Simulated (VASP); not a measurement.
# KTaO3 (P4/mmm) in VASP: further runs

KTaO3 is run at these levels: LDA; tasks: single point.

All numbers are computed with VASP 6.6.1; they aren't measurements. Logs are shortened: lines on timing, memory, paths and dates and some standing lists are left out, and cuts for length are marked.

### 1 The cell of the first run

It takes space group P4/mmm (No. 123, tetragonal). The conventional cell has a = 4.068 Å, b = 4.068 Å, c = 3.988 Å, α = 90.00°, β = 90.00°, γ = 90.00°. K (site symmetry 4/mmm) has 12 O at 2.85 to 2.88 Å and 8 Ta at 3.50 Å within 3.8 Å. Within 2.6 Å of Ta (site symmetry 4/mmm) lie 6 O at 1.99 to 2.03 Å. Within 2.7 Å of O (site symmetry mmm) lie 2 Ta at 2.03 Å. O (site symmetry 4/mmm) has 2 Ta at 1.99 Å within 2.6 Å.

### 2 Single point, LDA (equal xx and yy strain of +2 %)

File INCAR:

```
PREC = Accurate
ENCUT = 520
EDIFF = 1E-6
ISMEAR = -1
SIGMA = 0.01
LREAL = F
LASPH = T
NELM = 60
ALGO = Normal
ISIF = 2
LWAVE = F
LCHARG = F
NBANDS = 27
```

File KPOINTS:

```
Automatic mesh
0
Gamma
  5 5 5
```

File POSCAR:

```
KTaO3
1.0
    4.0680660000      0.0000000000      0.0000000000
    0.0000000000      4.0680660000      0.0000000000
    0.0000000000      0.0000000000      3.9883000000
K Ta O
1 1 3
Direct
    0.5000000000      0.5000000000      0.5000000000
    0.0000000000      0.0000000000      0.0000000000
    0.5000000000      0.0000000000      0.0000000000
    0.0000000000      0.5000000000      0.0000000000
    0.0000000000      0.0000000000      0.5000000000
```

Potentials or basis: VASP PAW LDA potentials, release 64 (K_sv, Ta_pv, O).

Run with:

```
> cat potpaw_LDA.64/K_sv/POTCAR potpaw_LDA.64/Ta_pv/POTCAR potpaw_LDA.64/O/POTCAR > POTCAR
> mpirun -np 1 vasp_std > vasp.out
```

OUTCAR:

```text
PREC = Accurate
   ENCUT = 520
   EDIFF = 1E-6
   ISMEAR = -1
   LREAL = F
   LASPH = T
   NELM = 60
   ISIF = 2

 ion  position               nearest neighbor table
   1  0.500  0.500  0.500-   3 2.85   4 2.85   3 2.85   4 2.85   3 2.85   3 2.85   4 2.85   4 2.85
                             5 2.88   5 2.88   5 2.88   5 2.88   2 3.50   2 3.50   2 3.50   2 3.50
   2  0.000  0.000  0.000-   5 1.99   5 1.99   3 2.03   4 2.03   4 2.03   3 2.03   1 3.50   1 3.50
                             1 3.50   1 3.50   1 3.50   1 3.50   1 3.50   1 3.50
   3  0.500  0.000  0.000-   2 2.03   2 2.03   1 2.85   1 2.85   1 2.85   1 2.85
   4  0.000  0.500  0.000-   2 2.03   2 2.03   1 2.85   1 2.85   1 2.85   1 2.85
   5  0.000  0.000  0.500-   2 1.99   2 1.99   1 2.88   1 2.88   1 2.88   1 2.88

  LATTYP: Found a simple tetragonal cell.
 ALAT       =     4.0680660000
 C/A-ratio  =     0.9803921569

  Lattice vectors:

 A1 = (   4.0680660000,   0.0000000000,   0.0000000000)
 A2 = (   0.0000000000,   4.0680660000,   0.0000000000)
 A3 = (   0.0000000000,   0.0000000000,   3.9883000000)

Analysis of symmetry for initial positions (statically):
=====================================================================
 Subroutine PRICEL returns:
 Original cell was already a primitive cell.

 Routine SETGRP: Setting up the symmetry group for a
 simple tetragonal supercell.

 Subroutine GETGRP returns: Found 16 space group operations
 (whereof 16 operations were pure point group operations)
 out of a pool of 16 trial point group operations.

The static configuration has the point symmetry D_4h.

Analysis of symmetry for dynamics (positions and initial velocities):
=====================================================================
 Subroutine PRICEL returns:
 Original cell was already a primitive cell.

 Routine SETGRP: Setting up the symmetry group for a
 simple tetragonal supercell.

 Subroutine GETGRP returns: Found 16 space group operations
 (whereof 16 operations were pure point group operations)
 out of a pool of 16 trial point group operations.

The dynamic configuration has the point symmetry D_4h.

 Subroutine INISYM returns: Found 16 space group operations
 (whereof 16 operations are pure point group operations),
 and found     1 'primitive' translations

----------------------------------------------------------------------------------------

                                     Primitive cell

  volume of cell :      66.0030

  direct lattice vectors                    reciprocal lattice vectors
     4.068066000  0.000000000  0.000000000     0.245817054  0.000000000  0.000000000
     0.000000000  4.068066000  0.000000000     0.000000000  0.245817054  0.000000000
     0.000000000  0.000000000  3.988300000     0.000000000  0.000000000  0.250733395

  length of vectors
     4.068066000  4.068066000  3.988300000     0.245817054  0.245817054  0.250733395

  position of ions in fractional coordinates (direct lattice)
     0.500000000  0.500000000  0.500000000
     0.000000000  0.000000000  0.000000000
     0.500000000  0.000000000  0.000000000
     0.000000000  0.500000000  0.000000000
     0.000000000  0.000000000  0.500000000

  ion indices of the primitive-cell ions
   primitive index   ion index
                 1           1
                 2           2
                 3           3
                 4           4
                 5           5

----------------------------------------------------------------------------------------

 KPOINTS: Automatic mesh

Automatic generation of k-mesh.
 Grid dimensions read from file:
 generate k-points for:    5    5    5

 Generating k-lattice:

  Cartesian coordinates                     Fractional coordinates (reciprocal lattice)
     0.049163411  0.000000000  0.000000000     0.200000000  0.000000000  0.000000000
     0.000000000  0.049163411  0.000000000     0.000000000  0.200000000  0.000000000
     0.000000000  0.000000000  0.050146679     0.000000000  0.000000000  0.200000000

  Length of vectors
     0.049163411  0.049163411  0.050146679

  Shift w.r.t. Gamma in fractional coordinates (k-lattice)
     0.000000000  0.000000000  0.000000000

 Subroutine IBZKPT returns following result:
 ===========================================

 Found     18 irreducible k-points:

 Following reciprocal coordinates:
            Coordinates               Weight
  0.000000  0.000000  0.000000      1.000000
  0.200000  0.000000  0.000000      4.000000
  0.400000  0.000000  0.000000      4.000000
  0.200000  0.200000  0.000000      4.000000
  0.400000  0.200000  0.000000      8.000000
  0.400000  0.400000  0.000000      4.000000
[... 10 lines left out ...]
  0.400000  0.200000  0.400000     16.000000
  0.400000  0.400000  0.400000      8.000000
   k-points           NKPTS =     18   k-points in BZ     NKDIM =     18   number of bands    NBANDS=     27
   number of dos      NEDOS =    301   number of ions     NIONS =      5
   total plane-waves  NPLWV =  27000
   dimension x,y,z NGX =    30 NGY =   30 NGZ =   30
   dimension x,y,z NGXF=    60 NGYF=   60 NGZF=   60
   ions per type =               1   1   3
   NGX,Y,Z   is equivalent  to a cutoff of  12.26, 12.26, 12.51 a.u.
   NGXF,Y,Z  is equivalent  to a cutoff of  24.52, 24.52, 25.01 a.u.
 SYSTEM =  unknown system
   PREC   = accura    normal or accurate (medium, high low for compatibility)
   ISTART =      0    job   : 0-new  1-cont  2-samecut
   ICHARG =      2    charge: 1-file 2-atom 10-const
   ISPIN  =      1    spin polarized calculation?
   LNONCOLLINEAR =      F non collinear calculations
   LSORBIT =      F    spin-orbit coupling
   LASPH  =      T    aspherical Exc in radial PAW
   ENCUT  =  520.0 eV  38.22 Ry    6.18 a.u.   7.56  7.56  7.42*2*pi/ulx,y,z
   NELM   =     60;   NELMIN=  2; NELMDL= -5     # of ELM steps
   EDIFF  = 0.1E-05   stopping-criterion for ELM
   LREAL  =      F    real-space projection
   EDIFFG = 0.1E-04   stopping-criterion for IOM
   NSW    =      0    number of steps for IOM
   IBRION =     -1    ionic relax: 0-MD 1-quasi-New 2-CG
   NFREE  =      0    steps in history (QN), initial steepest desc. (CG)
   ISIF   =      2    stress and relaxation
   ISYM   =      2    0-nonsym 1-usesym 2-fastsym
   POTIM  = 0.5000    time-step for ionic-motion
   TEBEG  =    0.0;   TEEND  =   0.0 temperature during run
   PSTRESS=    0.0 pullay stress
   NELECT =      38.0000    total number of electrons
   NUPDOWN=      -1.0000    fix difference up-down
   EMIN   =  10.00;   EMAX   =-10.00  energy-range for DOS
   EFERMI =   0.00;   METHOD = LEGACY
   ISMEAR =    -1;   SIGMA  =   0.01  broadening in eV -4-tet -1-fermi 0-gaus
   EFERMI_NEDOS =   21; number of points for ismear=-14 and -15
   IALGO  =     38    algorithm
   IMIX   =      4    mixing-type and parameters
     AMIX     =   0.40;   BMIX     =  1.00
     AMIX_MAG =   1.60;   BMIX_MAG =  1.00
  volume/ion in A,a.u.               =      13.20        89.08
  Fermi-wavevector in a.u.,A,eV,Ry     =   1.361909  2.573635 25.236034  1.854796
  Thomas-Fermi vector in A             =   2.488444
   LORBIT       =      0    0 simple, 1 ext, 2 COOP (PROOUT), +10 PAW based schemes
   GGA     = CA    functional components
   LHFCALC =     F    Hartree Fock is set to
   AEXX    =    0.0000 exact exchange contribution
   IVDW    =     0    specifies the selected vdW correction
   LEPSILON=     F    determine dielectric tensor
   LRPA    =     F    only Hartree local field effects (RPA)
 non-spin polarized calculation
  energy-cutoff  :      520.00
  volume of cell :       66.00
 maximum number of plane-waves:      1801
 NGX is ok and might be reduce to    30
   NGX = 15   NGY = 15   NGZ = 15

 number of electron      37.9999986 magnetization

 Free energy of the ion-electron system (eV)
  ---------------------------------------------------
  ext. energy  EPLUGINS =         0.00000000
  ---------------------------------------------------
  free energy    TOTEN  =       -44.89180675 eV

  energy without entropy =      -44.89180675  energy(sigma->0) =      -44.89180675

 E-fermi :   1.4393     XC(G=0): -11.2281

 val. band max:        1.1475292738   @ k =   0.4000   0.4000   0.4000
 cond. band min:       3.1686976858   @ k =   0.0000   0.0000   0.0000
 fundamental gap:      2.0211684120
 Fermi energy:         1.4392775697

 k-point     1 :       0.0000    0.0000    0.0000
  band No.  band energies     occupation
      1     -32.8593      2.00000
      2     -32.8293      2.00000
      3     -32.8293      2.00000
      4     -25.6517      2.00000
      5     -15.8943      2.00000
      6     -15.2018      2.00000
[... 19 lines left out ...]
     26       8.9663      0.00000
     27       9.0696      0.00000

 k-point     2 :       0.2000    0.0000    0.0000
  band No.  band energies     occupation
      1     -32.8584      2.00000
      2     -32.8530      2.00000
      3     -32.8284      2.00000
      4     -25.6435      2.00000
      5     -15.8417      2.00000
      6     -15.1557      2.00000
[... 19 lines left out ...]
     26       9.4318      0.00000
     27       9.6106      0.00000

 k-point     3 :       0.4000    0.0000    0.0000
  band No.  band energies     occupation
      1     -32.8909      2.00000
      2     -32.8570      2.00000
      3     -32.8269      2.00000
      4     -25.6301      2.00000
      5     -15.8255      2.00000
      6     -15.1369      2.00000
[... 19 lines left out ...]
     26      10.2328      0.00000
     27      11.3405      0.00000

 k-point     4 :       0.2000    0.2000    0.0000
  band No.  band energies     occupation
      1     -32.8575      2.00000
      2     -32.8522      2.00000
      3     -32.8517      2.00000
      4     -25.6366      2.00000
      5     -15.7639      2.00000
      6     -14.9890      2.00000
[... 19 lines left out ...]
     26       9.8231      0.00000
     27      10.0855      0.00000

 k-point     5 :       0.4000    0.2000    0.0000
  band No.  band energies     occupation
      1     -32.8897      2.00000
      2     -32.8560      2.00000
      3     -32.8503      2.00000
      4     -25.6254      2.00000
      5     -15.7126      2.00000
      6     -14.9259      2.00000
[... 19 lines left out ...]
     26      10.6014      0.00000
     27      11.4809      0.00000

 k-point     6 :       0.4000    0.4000    0.0000
  band No.  band energies     occupation
      1     -32.8879      2.00000
      2     -32.8877      2.00000
      3     -32.8546      2.00000
      4     -25.6177      2.00000
      5     -15.6036      2.00000
      6     -14.4608      2.00000
[... 264 lines left out ...]
      1     -32.9361      2.00000
      2     -32.8870      2.00000
      3     -32.8237      2.00000
      4     -25.6149      2.00000
      5     -15.3176      2.00000
      6     -14.5566      2.00000
[... 19 lines left out ...]
     26      11.9181      0.00000
     27      12.0636      0.00000

 k-point    16 :       0.2000    0.2000    0.4000
  band No.  band energies     occupation
      1     -32.9369      2.00000
      2     -32.8487      2.00000
      3     -32.8484      2.00000
      4     -25.6178      2.00000
      5     -15.2333      2.00000
      6     -14.7813      2.00000
[... 19 lines left out ...]
     26      11.0207      0.00000
     27      11.7423      0.00000

 k-point    17 :       0.4000    0.2000    0.4000
  band No.  band energies     occupation
      1     -32.9351      2.00000
      2     -32.8859      2.00000
      3     -32.8470      2.00000
      4     -25.6103      2.00000
      5     -15.0041      2.00000
      6     -14.5332      2.00000
[... 19 lines left out ...]
     26      11.2283      0.00000
     27      11.7817      0.00000

 k-point    18 :       0.4000    0.4000    0.4000
  band No.  band energies     occupation
      1     -32.9334      2.00000
      2     -32.8843      2.00000
      3     -32.8842      2.00000
      4     -25.6028      2.00000
      5     -14.5411      2.00000
      6     -14.3986      2.00000
[... 19 lines left out ...]
     26      11.9356      0.00000
     27      12.4674      0.00000

------------------------ aborting loop because EDIFF is reached ----------------------------------------

  FORCE on cell =-STRESS in cart. coord.  units (eV):
  Direction    XX          YY          ZZ          XY          YZ          ZX
  --------------------------------------------------------------------------------------
  -------------------------------------------------------------------------------------
  Total       -5.5981105     -5.5981105     -2.9438483      0.0000000      0.0000000      0.0000000
  in kB     -135.8902340   -135.8902340    -71.4598678      0.0000000      0.0000000      0.0000000
  external PRESSURE =    -114.4134453 kB  Pullay stress =       0.0000000 kB

 VOLUME and BASIS-vectors are now :
 -----------------------------------------------------------------------------
  energy-cutoff  :      520.00
  volume of cell :       66.00
      direct lattice vectors                 reciprocal lattice vectors
     4.068066000  0.000000000  0.000000000     0.245817054  0.000000000  0.000000000
     0.000000000  4.068066000  0.000000000     0.000000000  0.245817054  0.000000000
     0.000000000  0.000000000  3.988300000     0.000000000  0.000000000  0.250733395

 POSITION                                       TOTAL-FORCE (eV/Angst)
 -----------------------------------------------------------------------------------
      2.03403      2.03403      1.99415         0.000000      0.000000      0.000000
      0.00000      0.00000      0.00000         0.000000      0.000000      0.000000
      2.03403      0.00000      0.00000         0.000000      0.000000      0.000000
      0.00000      2.03403      0.00000         0.000000      0.000000      0.000000
      0.00000      0.00000      1.99415         0.000000      0.000000      0.000000
 -----------------------------------------------------------------------------------
    total drift:                                0.000000     -0.000000      0.000000

  FREE ENERGIE OF THE ION-ELECTRON SYSTEM (eV)
  ---------------------------------------------------
  free  energy   TOTEN  =       -44.8918067524 eV

  energy  without entropy=      -44.8918067524  energy(sigma->0) =      -44.89180675
```

It took 39 s on 1 thread of Intel Xeon 8259CL, shared host; peak memory 0.17 GiB.

What came out:

| Property | Result |
| --- | --- |
| Free energy | -44.8918 eV |
| Pressure | -11.4 GPa |
| Band gap on the k mesh | 2.02 eV (least direct gap 2.54 eV) |

Stress tensor (GPa, compression positive):
```
-13.59   0.00   0.00
  0.00 -13.59   0.00
  0.00   0.00  -7.15
```

Caveat: the cell differs from its parent crystal (equal xx and yy strain of +2 %); the cell stands under tension; spin-orbit coupling is left out, which moves the levels of the heavy elements; an odd mesh through Γ misses points on the zone boundary, where band edges can lie.

(Continued in part 2 of 2.)
